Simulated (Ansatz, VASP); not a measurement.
Ta: VASP beside Ansatz

INCAR

```
SYSTEM = Ta
ALGO = Normal ; EDIFF = 1E-6
ENCUT = 500 ; GGA_COMPAT = .FALSE.
ISIF = 2 ; ISMEAR = 0
LASPH = .TRUE. ; LCHARG = .TRUE.
LELF = .TRUE. ; LREAL = .FALSE.
LVHAR = .TRUE. ; LWAVE = .FALSE.
NBANDS = 12 ; NELM = 120
PREC = Accurate ; SIGMA = 0.2
```

File KPOINTS:

```
k-points
0
G
  20 20 20
  0 0 0
```

POSCAR

```
Ta
1.0
   -1.6182544000      1.6843056000      1.6512800000
    1.6182544000     -1.6843056000      1.6512800000
    1.6182544000      1.6843056000     -1.6512800000
Ta
1
Direct
    0.0000000000      0.0000000000      0.0000000000
```

Input for Ansatz:

```yaml
crystal:
  lattice:
    - [-1.6182544, 1.6843056, 1.65128]
    - [1.6182544, -1.6843056, 1.65128]
    - [1.6182544, 1.6843056, -1.65128]
  atoms:
    - { symbol: Ta, position: [0.0, 0.0, 0.0] }
basis:
  ecutwfc: 420
kpoints:
  mp_grid: { grid: [20, 20, 20] }
hamiltonian:
  xc: lda
scf:
  occupations: { method: gaussian, width: 0.2 }
output:
  forces: true
  stress: true
  eigenvalues: true
```

Change from the starting cell: strain -0.0200 x Voigt [1, -1, 0, 0, 0, 0], atoms carried along.

Alike in both runs: task single point; functional LDA; k mesh 20 × 20 × 20; occupations gaussian, width 0.2 eV; no spin polarisation.

```csv
,VASP,Ansatz
version,VASP 6.6.1,Ansatz 0.2.0
potentials or method,"VASP PAW LDA potentials, release 64 (Ta_pv), cutoff 500 eV","scalar-relativistic, plane waves, PAW"
valence electrons in the cell,11,13
```

```csv
,VASP,Ansatz,Ansatz less VASP
gap on the k mesh at the Fermi level (eV),none,none,-
pressure (GPa),-8.0,-8.7,-0.73
"traceless stress, the component that is largest in VASP (GPa)",-2.24,-2.23,+0.008
```

LDA's correlation is that of Perdew and Zunger in VASP and of Perdew and Wang (1992) in Ansatz. A gap of «none» marks a metal or a gap that the smearing closes. VASP's potentials hold 11 valence electrons a cell and Ansatz's 13, so a difference there can come from the potentials and not from the codes.

Neither program's run includes spin-orbit coupling.
